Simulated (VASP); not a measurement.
A run of VASP 6.6.1 is set up as follows.

File INCAR:

```
SYSTEM = Ta
ALGO = Normal
EDIFF = 1E-8
ENCUT = 400
GGA = PE
GGA_COMPAT = .False.
ISIF = 2
ISMEAR = -1
LASPH = .True.
LCHARG = .False.
LEFG = .True.
LREAL = .False.
LWAVE = .False.
NBANDS = 12
NELM = 120
PREC = Accurate
SIGMA = 0.08
```

Contents of KPOINTS:

```
k-points
0
Gamma
  17 17 17
  0 0 0
```

File POSCAR:

```
Ta
1.0
   -1.6512800000      1.6512800000      1.6843056000
    1.6512800000     -1.6512800000      1.6843056000
    1.6512800000      1.6512800000     -1.6843056000
Ta
1
Direct
    0.0000000000      0.0000000000      0.0000000000
```

Potentials or basis: VASP PAW PBE potentials, release 64 (Ta_pv).

Launch:

```sh
$ cat potpaw_PBE.64/Ta_pv/POTCAR > POTCAR
$ mpirun -np 1 vasp_std > vasp.out
```

(1) Predict the pressure.

Answers

(1) -0.7 GPa.

Caveat: the cell differs from its parent crystal (zz strain of +2 %); without QUAD_EFG the Cq values of the log hold for a quadrupole moment of 1 mb, not for the nuclei.
